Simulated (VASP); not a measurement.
A run of VASP 6.6.1 is set up as follows.

The input INCAR:

```
SYSTEM = SnO2
ALGO = Normal
EDIFF = 1E-7
ENCUT = 520
GGA = CA
ISIF = 2
ISMEAR = -1
LASPH = .True.
LCHARG = .False.
LREAL = .False.
LWAVE = .False.
NBANDS = 20
NELM = 80
PREC = Accurate
SIGMA = 0.05
```

KPOINTS

```
k-points
0
Gamma
  9 9 9
  0 0 0
```

Contents of POSCAR:

```
SnO2
1.0
    0.0000000000      2.5200051153      2.5200051153
    2.5200051153      0.0000000000      2.5200051153
    2.5200051153      2.5200051153      0.0000000000
Sn O
1 2
Direct
    0.0000000000      0.0000000000      0.0000000000
    0.7500000000      0.7500000000      0.7500000000
    0.2500000000      0.2500000000      0.2500000000
```

Potentials or basis: VASP PAW LDA potentials, release 64 (Sn_d, O).

Launch:

```sh
$ cat potpaw_LDA.64/Sn_d/POTCAR potpaw_LDA.64/O/POTCAR > POTCAR
$ mpirun -np 1 vasp_std > vasp.out
```

(1) Estimate the band gap on the k mesh.

(2) What does it give for the pressure?

Answers

(1) 0.46 eV (least direct gap 1.84 eV).

(2) 1.0 GPa.

Caveat: spin-orbit coupling is left out, which moves the levels of the heavy elements; an odd mesh through Γ misses points on the zone boundary, where band edges can lie.
